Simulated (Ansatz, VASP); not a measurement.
## CdTe in VASP and in Ansatz

File INCAR:

```
  ALGO = Normal
  EDIFF = 1E-6
  ENCUT = 520
  GGA = PE
  ISIF = 2
  ISMEAR = 0
  LASPH = T
  LCHARG = F
  LREAL = F
  LWAVE = F
  NBANDS = 16
  NELM = 60
  PREC = Accurate
  SIGMA = 0.05
```

KPOINTS

```
k-points
0
Gamma
  8 8 8
```

The input POSCAR:

```
CdTe
1.0
    0.0000000000      3.2050000000      3.3011500000
    3.2050000000      0.0000000000      3.3011500000
    3.2050000000      3.2050000000      0.0000000000
Cd Te
1 1
Direct
    0.0000000000      0.0000000000      0.0000000000
    0.7500000000      0.7500000000      0.7500000000
```

Input for Ansatz:

```yaml
crystal:
  lattice:
    - [0.0, 3.205, 3.30115]
    - [3.205, 0.0, 3.30115]
    - [3.205, 3.205, 0.0]
  atoms:
    - { symbol: Cd, position: [0.0, 0.0, 0.0] }
    - { symbol: Te, position: [0.75, 0.75, 0.75] }
basis:
  ecutwfc: 420
kpoints:
  mp_grid: { grid: [8, 8, 8] }
hamiltonian:
  xc: pbe
scf:
  occupations: { method: gaussian, width: 0.05 }
output:
  forces: true
  stress: true
  eigenvalues: true
```

Change from the starting cell: strain +0.0300 x Voigt [0, 0, 1, 0, 0, 0], atoms carried along.

Alike in both runs: task single point; functional PBE; k mesh 8 × 8 × 8; occupations gaussian, width 0.05 eV; no spin polarisation.

|  | VASP | Ansatz |
| --- | --- | --- |
| version | VASP 6.6.1 | Ansatz 0.2.0 |
| potentials or method | VASP PAW PBE potentials, release 64 (Cd, Te), cutoff 520 eV | scalar-relativistic, plane waves, PAW |
| valence electrons in the cell | 18 | 36 |

|  | VASP | Ansatz | Ansatz less VASP |
| --- | --- | --- | --- |
| gap on the k mesh at the Fermi level (eV) | 0.75 | 0.75 | +0.001 |
| least direct gap on the mesh (eV) | 0.75 | 0.75 | +0.001 |
| pressure (GPa) | 2.9 | 2.7 | -0.14 |
| traceless stress, the component that is largest in VASP (GPa) | -0.30 | -0.30 | -0.002 |

The functional is the same, so the differences come from potentials, cutoffs and numerics. VASP's potentials hold 18 valence electrons a cell and Ansatz's 36, so a difference there can come from the potentials and not from the codes.

Neither program's run includes spin-orbit coupling.
